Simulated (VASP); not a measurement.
Set up this calculation in VASP 6.6.1, as the native input.

```
Task                   : single point
Functional             : PBEsol
Potentials or basis    : VASP PAW PBE potentials, release 64 (Fe)
Cutoff                 : 520 eV
k mesh                 : 13 × 13 × 13
Occupations            : fermi-dirac, width 0.05 eV
Spin                   : collinear spin, ferromagnetic start
Starting moments       : [3.0] μB
Dipole correction      : no
Further INCAR settings : ALGO = Normal; EDIFF = 1e-06; NBANDS = 14
```

The structure of Fe lies in POSCAR:

```
Fe
1.0
   -1.4525565699      1.4525565699      1.4525565699
    1.4525565699     -1.4525565699      1.4525565699
    1.4525565699      1.4525565699     -1.4525565699
Fe
1
Direct
    0.0000000000      0.0000000000      0.0000000000
```

This cell differs from its parent crystal: volume scaled by 1.02.

The input as run:

INCAR

```
PREC     = Accurate       # precision mode
ENCUT    = 520            # plane-wave cutoff, eV
EDIFF    = 1E-6           # SCF threshold, eV
ISMEAR   = -1             # smearing method
SIGMA    = 0.05           # smearing width, eV
LREAL    = F              # projectors in reciprocal space
LASPH    = T              # aspherical terms in the spheres
NELM     = 150            # most SCF steps
ALGO     = Normal         # electronic algorithm
ISIF     = 2              # what is computed and relaxed
LWAVE    = F              # write WAVECAR
LCHARG   = F              # write CHGCAR
ISPIN    = 2              # spin polarisation
MAGMOM   = 3              # initial moments
LORBIT   = 11             # projections on sites
LMAXMIX  = 4              # l up to which the mixer works
GGA      = PS             # functional
NBANDS   = 14             # bands
```

KPOINTS

```
regular mesh
0
Gamma
  13 13 13
```

Potentials or basis: VASP PAW PBE potentials, release 64 (Fe).

Launch:

```bash
$ cat potpaw_PBE.64/Fe/POTCAR > POTCAR
$ mpirun -np 1 vasp_std > vasp.out
```

It gave:

```yaml
Pressure: -19.0 GPa
Net_moment: 2.36 μB per cell
Site_moments: Fe +2.36 μB
Valence_electrons_inside_the_program's_atomic_spheres: Fe 7.12
```

Caveat: the PAW data sets were made with another functional, which shifts forces and pressure a little.

Wall time 28 s on 1 thread of Intel(R) Xeon(R) Platinum 8488C (Sapphire Rapids) (shared host), peak memory 0.15 GiB.
